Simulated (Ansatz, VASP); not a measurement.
# KCl in VASP and in Ansatz

```
K Cl
1.0
     0.00000    3.64757    3.64757
     3.64757    0.00000    3.64757
     3.64757    3.64757    0.00000
K Cl
1 1
Direct
  0.00000 0.00000 0.00000
  0.25000 0.25000 0.25000
```

Change from the starting cell: hydrostatic strain +4.0%.

Alike in both runs: task single point; functional HSE06; k mesh 4 × 4 × 4; no spin polarisation.

|  | VASP | Ansatz |
| --- | --- | --- |
| version | VASP 6.6.1 | Ansatz 0.2.0 |
| potentials or method | VASP PAW PBE potentials, release 64 (K_sv, Cl) | plane waves, PAW |
| plane-wave cutoff (eV) | 520 | 420 |
| occupations | gaussian, width 0.01 eV | fixed |
| valence electrons in the cell | 16 | 16 |

```csv
,VASP,Ansatz,Ansatz less VASP
gap on the k mesh at the Fermi level (eV),5.76,5.76,+0.002
pressure (GPa),-1.0,-1.0,0.00
```

Ansatz's warnings: stress exchange threshold loose, stress scf threshold loose.
